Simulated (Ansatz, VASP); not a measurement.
## WS2: VASP beside Ansatz

```
S W
1.0
     3.03300    0.00000    0.00000
    -1.51650    2.62666    0.00000
     0.00000    0.00000   32.29109
S W
2 1
Direct
  0.33333 0.66667 0.45247
  0.33333 0.66667 0.54754
  0.66667 0.33333 0.50001
```

Alike in both runs: task single point; functional PBE; dispersion D3(BJ); k mesh 12 × 12 × 1; occupations gaussian, width 0.02 eV; no spin polarisation.

|  | VASP | Ansatz |
| --- | --- | --- |
| version | VASP 6.6.1 | Ansatz 0.2.0 |
| potentials or method | VASP PAW PBE potentials, release 64 (S, W_sv), cutoff 520 eV | scalar-relativistic, plane waves, PAW |
| valence electrons in the cell | 26 | 26 |

|  | VASP | Ansatz | Ansatz less VASP |
| --- | --- | --- | --- |
| gap on the k mesh at the Fermi level (eV) | 2.11 | 2.12 | +0.003 |
| least direct gap on the mesh (eV) | 2.32 | 2.32 | -0.005 |
| rms of the force components (eV/Å) | 0.965 | 0.966 | +0.0003 |

Neither program's run includes spin-orbit coupling.
